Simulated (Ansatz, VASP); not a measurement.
## W in VASP and in Ansatz

```
W
1.0
    -1.59217    1.59217    1.59217
     1.59217   -1.59217    1.59217
     1.59217    1.59217   -1.59217
W
1
Direct
  0.00000 0.00000 0.00000
```

Alike in both runs: task single point; functional PBE; k mesh 14 × 14 × 14; occupations methfessel-paxton of order 1, width 0.6 eV; no spin polarisation.

|  | VASP | Ansatz |
| --- | --- | --- |
| version | VASP 6.6.1 | Ansatz 0.2.0 |
| potentials or method | VASP PAW PBE potentials, release 64 (W_sv), cutoff 520 eV | plane waves (420 eV) with PAW, scalar-relativistic |
| valence electrons in the cell | 14 | 14 |

```tsv
	VASP	Ansatz	Ansatz less VASP
pressure (GPa)	0.3	-0.2	-0.49
```

Spin-orbit coupling is off throughout.
